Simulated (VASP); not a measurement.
A run of VASP 6.6.1:

INCAR

```
  METAGGA = TPSS
  ISMEAR = 0
  SIGMA = 0.03
  LWAVE = F
  LCHARG = F
  NBANDS = 39
  PREC = Accurate
  LASPH = T
  LREAL = F
  ALGO = Normal
  EDIFF = 1E-6
  NELM = 120
  GGA_COMPAT = F
  ENCUT = 280
  EFERMI = MIDGAP
  LMIXTAU = T
  KPAR = 4
```

KPOINTS

```
Automatic mesh
0
Gamma
  5 5 5
  0 0 0
```

Contents of KPOINTS_OPT:

```
path GLB1,BZGX,QFP1Z,LP
12
line-mode
reciprocal
 0.0000000000  0.0000000000  0.0000000000  G
 0.5000000000  0.0000000000  0.0000000000  L

 0.5000000000  0.0000000000  0.0000000000  L
 0.5000000000  0.1770083925 -0.1770083925  B1

 0.8229916075  0.5000000000  0.1770083925  B
 0.5000000000  0.5000000000  0.5000000000  Z

 0.5000000000  0.5000000000  0.5000000000  Z
 0.0000000000  0.0000000000  0.0000000000  G

 0.0000000000  0.0000000000  0.0000000000  G
 0.3385041962  0.0000000000 -0.3385041962  X

 0.6614958038  0.3385041962  0.0000000000  Q
 0.5000000000  0.5000000000  0.0000000000  F

 0.5000000000  0.5000000000  0.0000000000  F
 0.6614958038  0.6614958038  0.1770083925  P1

 0.6614958038  0.6614958038  0.1770083925  P1
 0.5000000000  0.5000000000  0.5000000000  Z

 0.5000000000  0.0000000000  0.0000000000  L
 0.8229916075  0.3385041962  0.3385041962  P
```

The input POSCAR:

```
Bi2Te3
1.0
    2.1930000000      1.2661291403     10.1656666667
   -2.1930000000      1.2661291403     10.1656666667
    0.0000000000     -2.5322582807     10.1656666667
Bi Te
2 3
Direct
    0.6000000000      0.6000000000      0.6000000000
    0.4000000000      0.4000000000      0.4000000000
    0.7905000000      0.7905000000      0.7905000000
    0.2095000000      0.2095000000      0.2095000000
    0.0000000000      0.0000000000      0.0000000000
```

Potentials or basis: VASP PAW PBE potentials, release 64 (Bi_d, Te).

The run is started by

```sh
$ cat potpaw_PBE.64/Bi_d/POTCAR potpaw_PBE.64/Te/POTCAR > POTCAR
$ mpirun -np 4 vasp_std > vasp.out
```

Hardware: 4 MPI ranks on Intel(R) Xeon(R) Platinum 8259CL CPU @ 2.50GHz (Skylake/Cascade Lake), with other jobs on the host.

Question: How long does it take, and how much memory?

Answer: It took 37 min on 4 MPI ranks on Intel(R) Xeon(R) Platinum 8259CL CPU @ 2.50GHz (Skylake/Cascade Lake) (shared host), peak memory 0.62 GiB a rank. Counts: k points 19.
